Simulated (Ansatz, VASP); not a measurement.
Two plane-wave programs on GdN

```
Gd N
1.0
     3.03299    0.00000    0.00000
     0.00000    3.03299    0.00000
     0.00000    0.00000    3.02922
Gd N
1 1
Direct
  0.00000 0.00000 0.00000
  0.50000 0.50000 0.50000
```

Change from the starting cell: species swapped into the ZrAu type (P4/mmm, No. 123).

Alike in both runs: functional PBE; k mesh 6 × 6 × 4; occupations gaussian, width 0.1 eV; collinear spin.

Ansatz relaxed the structure, and its values are those at the end. VASP's run is a single point on that final structure, the one shown.

|  | VASP | Ansatz |
| --- | --- | --- |
| version | VASP 6.6.1 | Ansatz 0.2.0 |
| potentials or method | VASP PAW PBE potentials, release 64 (Gd, N), cutoff 520 eV | scalar-relativistic, plane waves, PAW |
| valence electrons in the cell | 23 | 23 |

|  | VASP | Ansatz | Ansatz less VASP |
| --- | --- | --- | --- |
| gap on the k mesh at the Fermi level (eV) | none | none | - |
| pressure (GPa) | 0.2 | 0.0 | -0.16 |
| net moment per atom (μB) | 3.49 | 3.49 | 0.000 |
| size of the moment on the site where the two differ most (μB) | 6.78 | 6.87 | +0.087 |

Site moments also hang on the region over which each program counts them. A gap of «none» marks a metal or a gap that the smearing closes.

The k mesh is coarse, so the values compare programs but aren't converged. Neither program's run includes spin-orbit coupling.
